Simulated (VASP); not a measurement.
# BePt (R-3m) in VASP: further runs

Runs on BePt. Level: PBE. Tasks: single point, relaxation of cell and atoms.

All numbers are computed with VASP 6.6.1; they aren't measurements. Logs are shortened: lines on timing, memory, paths and dates and some standing lists are left out, and cuts for length are marked.

### Step 1. The cell of the first run

Symmetry: R-3m, No. 166, trigonal system. Conventional cell: a = 2.788 Å, b = 2.788 Å, c = 10.949 Å, α = 90.00°, β = 90.00°, γ = 120.00°. Be (site symmetry -3m) has 6 Pt at 2.43 Å and 6 Be at 2.79 Å within 3.2 Å. Within 3.2 Å of Pt (site symmetry -3m) lie 6 Be at 2.43 Å and 6 Pt at 2.79 Å.

### Step 2. Single point, PBE

INCAR

```
SYSTEM = BePt
PREC     = Accurate       ! precision mode
ENCUT    = 520            ! plane-wave cutoff, eV
EDIFF    = 1E-6           ! SCF threshold, eV
ISMEAR   = 0              ! smearing method
SIGMA    = 0.1            ! smearing width, eV
LREAL    = .FALSE.        ! projectors in reciprocal space
LASPH    = .TRUE.         ! aspherical terms in the spheres
NELM     = 80             ! most SCF steps
ALGO     = Normal         ! electronic algorithm
ISIF     = 2              ! what is computed and relaxed
LWAVE    = .FALSE.        ! write WAVECAR
LCHARG   = .FALSE.        ! write CHGCAR
GGA      = PE             ! functional
NBANDS   = 13             ! bands
```

KPOINTS

```
Automatic mesh
0
G
  6 6 6
  0 0 0
```

POSCAR

```
BePt
1.0
    1.3938303497      0.8047283276      3.6497748733
   -1.3938303497      0.8047283276      3.6497748733
    0.0000000000     -1.6094566552      3.6497748733
Be Pt
1 1
Direct
    0.0000000000      0.0000000000      0.0000000000
    0.5000000000      0.5000000000      0.5000000000
```

Potentials or basis: VASP PAW PBE potentials, release 64 (Be, Pt).

On the command line:

```sh
$ cat potpaw_PBE.64/Be/POTCAR potpaw_PBE.64/Pt/POTCAR > POTCAR
$ mpirun -np 1 vasp_std > vasp.out
```

OUTCAR:

```text
SYSTEM = BePt
   PREC = Accurate
   ENCUT = 520
   EDIFF = 1E-6
   ISMEAR = 0
   LREAL = .FALSE.
   LASPH = .TRUE.
   NELM = 80
   ISIF = 2
   GGA = PE

 ion  position               nearest neighbor table
   1  0.000  0.000  0.000-   2 2.43   2 2.43   2 2.43   2 2.43   2 2.43   2 2.43
   2  0.500  0.500  0.500-   1 2.43   1 2.43   1 2.43   1 2.43   1 2.43   1 2.43

  LATTYP: Found a trigonal (rhomboedric) cell.
 ALAT       =     3.9888854773
 COS(alpha) =     0.7557994185

  Lattice vectors:

 A1 = (   1.3938303497,   0.8047283276,   3.6497748733)
 A2 = (  -1.3938303497,   0.8047283276,   3.6497748733)
 A3 = (   0.0000000000,  -1.6094566552,   3.6497748733)

Analysis of symmetry for initial positions (statically):
=====================================================================
 Subroutine PRICEL returns:
 Original cell was already a primitive cell.

 Routine SETGRP: Setting up the symmetry group for a
 trigonal (rhombohedral) supercell.

 Subroutine GETGRP returns: Found 12 space group operations
 (whereof 12 operations were pure point group operations)
 out of a pool of 12 trial point group operations.

The static configuration has the point symmetry D_3d.

Analysis of symmetry for dynamics (positions and initial velocities):
=====================================================================
 Subroutine PRICEL returns:
 Original cell was already a primitive cell.

 Routine SETGRP: Setting up the symmetry group for a
 trigonal (rhombohedral) supercell.

 Subroutine GETGRP returns: Found 12 space group operations
 (whereof 12 operations were pure point group operations)
 out of a pool of 12 trial point group operations.

The dynamic configuration has the point symmetry D_3d.

 Subroutine INISYM returns: Found 12 space group operations
 (whereof 12 operations are pure point group operations),
 and found     1 'primitive' translations

----------------------------------------------------------------------------------------

                                     Primitive cell

  volume of cell :      24.5627

  direct lattice vectors                    reciprocal lattice vectors
     1.393830350  0.804728328  3.649774873     0.358723714  0.207109233  0.091329834
    -1.393830350  0.804728328  3.649774873    -0.358723714  0.207109233  0.091329834
     0.000000000 -1.609456655  3.649774873     0.000000000 -0.414218466  0.091329834

  length of vectors
     3.988885477  3.988885477  3.988885477     0.424167509  0.424167509  0.424167509

  position of ions in fractional coordinates (direct lattice)
     0.000000000  0.000000000  0.000000000
     0.500000000  0.500000000  0.500000000

  ion indices of the primitive-cell ions
   primitive index   ion index
                 1           1
                 2           2

----------------------------------------------------------------------------------------

 KPOINTS: Automatic mesh

Automatic generation of k-mesh.
 Grid dimensions read from file:
 generate k-points for:    6    6    6

 Generating k-lattice:

  Cartesian coordinates                     Fractional coordinates (reciprocal lattice)
     0.059787286  0.034518205  0.015221639     0.166666667  0.000000000 -0.000000000
    -0.059787286  0.034518205  0.015221639     0.000000000  0.166666667 -0.000000000
     0.000000000 -0.069036411  0.015221639    -0.000000000 -0.000000000  0.166666667

  Length of vectors
     0.070694585  0.070694585  0.070694585

  Shift w.r.t. Gamma in fractional coordinates (k-lattice)
     0.000000000  0.000000000  0.000000000

 Subroutine IBZKPT returns following result:
 ===========================================

 Found     32 irreducible k-points:

 Following reciprocal coordinates:
            Coordinates               Weight
  0.000000  0.000000  0.000000      1.000000
  0.166667 -0.000000  0.000000      6.000000
  0.333333  0.000000 -0.000000      6.000000
  0.500000  0.000000 -0.000000      3.000000
  0.166667  0.166667 -0.000000      6.000000
  0.333333  0.166667  0.000000     12.000000
[... 16 lines left out ...]
  0.500000  0.500000  0.166667      6.000000
 -0.333333  0.500000  0.166667     12.000000
 [... further k-points ...]
   k-points           NKPTS =     32   k-points in BZ     NKDIM =     32   number of bands    NBANDS=     13
   number of dos      NEDOS =    301   number of ions     NIONS =      2
   total plane-waves  NPLWV =  27000
   dimension x,y,z NGX =    30 NGY =   30 NGZ =   30
   dimension x,y,z NGXF=    60 NGYF=   60 NGZF=   60
   ions per type =               1   1
   NGX,Y,Z   is equivalent  to a cutoff of  12.50, 12.50, 12.50 a.u.
   NGXF,Y,Z  is equivalent  to a cutoff of  25.01, 25.01, 25.01 a.u.
 SYSTEM =  BePt
   PREC   = accura    normal or accurate (medium, high low for compatibility)
   ISTART =      0    job   : 0-new  1-cont  2-samecut
   ICHARG =      2    charge: 1-file 2-atom 10-const
   ISPIN  =      1    spin polarized calculation?
   LNONCOLLINEAR =      F non collinear calculations
   LSORBIT =      F    spin-orbit coupling
   LASPH  =      T    aspherical Exc in radial PAW
   ENCUT  =  520.0 eV  38.22 Ry    6.18 a.u.   7.42  7.42  7.42*2*pi/ulx,y,z
   NELM   =     80;   NELMIN=  2; NELMDL= -5     # of ELM steps
   EDIFF  = 0.1E-05   stopping-criterion for ELM
   LREAL  =      F    real-space projection
   EDIFFG = 0.1E-04   stopping-criterion for IOM
   NSW    =      0    number of steps for IOM
   IBRION =     -1    ionic relax: 0-MD 1-quasi-New 2-CG
   NFREE  =      0    steps in history (QN), initial steepest desc. (CG)
   ISIF   =      2    stress and relaxation
   ISYM   =      2    0-nonsym 1-usesym 2-fastsym
   POTIM  = 0.5000    time-step for ionic-motion
   TEBEG  =    0.0;   TEEND  =   0.0 temperature during run
   PSTRESS=    0.0 pullay stress
   NELECT =      12.0000    total number of electrons
   NUPDOWN=      -1.0000    fix difference up-down
   EMIN   =  10.00;   EMAX   =-10.00  energy-range for DOS
   EFERMI =   0.00;   METHOD = LEGACY
   ISMEAR =     0;   SIGMA  =   0.10  broadening in eV -4-tet -1-fermi 0-gaus
   EFERMI_NEDOS =   21; number of points for ismear=-14 and -15
   IALGO  =     38    algorithm
   IMIX   =      4    mixing-type and parameters
     AMIX     =   0.40;   BMIX     =  1.00
     AMIX_MAG =   1.60;   BMIX_MAG =  1.00
  volume/ion in A,a.u.               =      12.28        82.88
  Fermi-wavevector in a.u.,A,eV,Ry     =   1.289367  2.436549 22.619225  1.662466
  Thomas-Fermi vector in A             =   2.421264
   LORBIT       =      0    0 simple, 1 ext, 2 COOP (PROOUT), +10 PAW based schemes
   GGA     = PE    functional components
   LHFCALC =     F    Hartree Fock is set to
   AEXX    =    0.0000 exact exchange contribution
   IVDW    =     0    specifies the selected vdW correction
   LEPSILON=     F    determine dielectric tensor
   LRPA    =     F    only Hartree local field effects (RPA)
 non-spin polarized calculation
 Gauss-broadening in eV      SIGMA  =   0.10
  energy-cutoff  :      520.00
  volume of cell :       24.56
 maximum number of plane-waves:       674
 NGX is ok and might be reduce to    30
   NGX = 15   NGY = 15   NGZ = 15

 number of electron      11.9999999 magnetization

 Free energy of the ion-electron system (eV)
  ---------------------------------------------------
  ext. energy  EPLUGINS =         0.00000000
  ---------------------------------------------------
  free energy    TOTEN  =       -10.73692688 eV

  energy without entropy =      -10.72985030  energy(sigma->0) =      -10.73338859

 E-fermi :   9.3667     XC(G=0): -12.1066

 val. band max:        9.3587489761   @ k =   0.5000   0.5000  -0.0000
 cond. band min:       9.3867309841   @ k =   0.5000   0.1667   0.0000
 fundamental gap:      0.0279820080
 Fermi energy:         9.3666958510

 k-point     1 :       0.0000    0.0000    0.0000
  band No.  band energies     occupation
      1      -1.1855      2.00000
      2       3.2292      2.00000
      3       5.3839      2.00000
      4       5.3839      2.00000
      5       7.2509      2.00000
      6       7.2509      2.00000
      7       8.9766      2.00000
      8      17.5344      0.00000
      9      18.8345      0.00000
     10      18.8345      0.00000
     11      22.9942      0.00000
     12      28.7412      0.00000
     13      29.9966      0.00000

 k-point     2 :       0.1667   -0.0000    0.0000
  band No.  band energies     occupation
      1      -0.3423      2.00000
      2       3.6669      2.00000
      3       4.8833      2.00000
      4       5.6206      2.00000
      5       6.0877      2.00000
      6       6.9451      2.00000
      7      11.0813      0.00000
      8      17.0872      0.00000
      9      17.8460      0.00000
     10      18.7935      0.00000
     11      23.3791      0.00000
     12      25.5924      0.00000
     13      28.3124      0.00000

 k-point     3 :       0.3333    0.0000   -0.0000
  band No.  band energies     occupation
      1       1.4579      2.00000
      2       3.2214      2.00000
      3       4.5777      2.00000
      4       5.8299      2.00000
      5       6.3668      2.00000
      6       7.8143      2.00000
      7      12.5190      0.00000
      8      14.7487      0.00000
      9      18.7612      0.00000
     10      18.7658      0.00000
     11      20.4540      0.00000
     12      22.7560      0.00000
     13      24.8957      0.00000

 k-point     4 :       0.5000    0.0000   -0.0000
  band No.  band energies     occupation
      1       2.0549      2.00000
      2       2.8405      2.00000
      3       5.0289      2.00000
      4       6.1087      2.00000
      5       6.8908      2.00000
      6       8.9189      2.00000
      7      11.4486      0.00000
      8      14.8588      0.00000
      9      17.8309      0.00000
     10      18.8300      0.00000
     11      20.2315      0.00000
     12      22.6345      0.00000
     13      22.8389      0.00000

 k-point     5 :       0.1667    0.1667   -0.0000
  band No.  band energies     occupation
      1      -0.2330      2.00000
      2       3.6674      2.00000
      3       4.8231      2.00000
      4       5.6245      2.00000
      5       6.0731      2.00000
      6       7.0937      2.00000
      7      10.4341      0.00000
      8      17.8520      0.00000
      9      18.1703      0.00000
     10      18.2747      0.00000
     11      23.6346      0.00000
     12      25.2312      0.00000
     13      28.6430      0.00000
[... 257 lines left out ...]
 k-point    22 :      -0.1667    0.3333    0.1667
  band No.  band energies     occupation
      1       2.7580      2.00000
      2       3.7504      2.00000
      3       4.0522      2.00000
      4       5.4640      2.00000
      5       6.3162      2.00000
      6       9.6377      0.00013
      7      11.5774      0.00000
      8      14.1494      0.00000
      9      16.2467      0.00000
     10      17.6489      0.00000
     11      19.9088      0.00000
     12      22.7834      0.00000
     13      25.6700      0.00000

 k-point    23 :       0.5000    0.5000    0.1667
  band No.  band energies     occupation
      1       2.2186      2.00000
      2       3.2295      2.00000
      3       5.2935      2.00000
      4       6.1972      2.00000
      5       6.8442      2.00000
      6       7.7726      2.00000
      7       7.9314      2.00000
      8      14.9281      0.00000
      9      16.3523      0.00000
     10      19.2937      0.00000
     11      22.9422      0.00000
     12      24.0500      0.00000
     13      29.2848      0.00000

 k-point    24 :      -0.3333    0.5000    0.1667
  band No.  band energies     occupation
      1       2.8305      2.00000
      2       3.5522      2.00000
      3       5.4212      2.00000
      4       5.5376      2.00000
      5       6.4982      2.00000
      6       8.8062      2.00000
      7      10.4986      0.00000
      8      12.5504      0.00000
      9      14.7079      0.00000
     10      18.7804      0.00000
     11      22.0558      0.00000
     12      25.2074      0.00000
     13      26.3060      0.00000

 [... further k-points ...]
[... 5 lines left out ...]
  --------------------------------------------------------------------------------------
  -------------------------------------------------------------------------------------
  Total       -0.0299620     -0.0299620     -0.0038069      0.0000000     -0.0000000     -0.0000000
  in kB       -1.9543613     -1.9543613     -0.2483184      0.0000000     -0.0000000     -0.0000000
  external PRESSURE =      -1.3856804 kB  Pullay stress =       0.0000000 kB

 VOLUME and BASIS-vectors are now :
 -----------------------------------------------------------------------------
  energy-cutoff  :      520.00
  volume of cell :       24.56
      direct lattice vectors                 reciprocal lattice vectors
     1.393830350  0.804728328  3.649774873     0.358723714  0.207109233  0.091329834
    -1.393830350  0.804728328  3.649774873    -0.358723714  0.207109233  0.091329834
     0.000000000 -1.609456655  3.649774873     0.000000000 -0.414218466  0.091329834

 POSITION                                       TOTAL-FORCE (eV/Angst)
 -----------------------------------------------------------------------------------
      0.00000      0.00000      0.00000        -0.000000      0.000000      0.000000
      0.00000      0.00000      5.47466         0.000000     -0.000000     -0.000000
 -----------------------------------------------------------------------------------
    total drift:                               -0.000000      0.000000     -0.000000

  FREE ENERGIE OF THE ION-ELECTRON SYSTEM (eV)
  ---------------------------------------------------
  free  energy   TOTEN  =       -10.7369268774 eV

  energy  without entropy=      -10.7298503010  energy(sigma->0) =      -10.73338859
```

Wall time 8.9 s (1 thread of Intel Xeon Platinum 8488C (Sapphire Rapids), shared host); peak memory 0.17 GiB.

Results:

| Item | Value |
| --- | --- |
| Free energy | -10.7369 eV |
| Pressure | -0.1 GPa |
| Band gap on the k mesh | zero (band 6 reaches 10.39 eV, above the bottom of band 7 at 7.30 eV) |

Caveat: the k points lie up to 0.44 Å⁻¹ apart; spin-orbit coupling is left out, which moves the levels of the heavy elements.

[end of part 1 of 3]
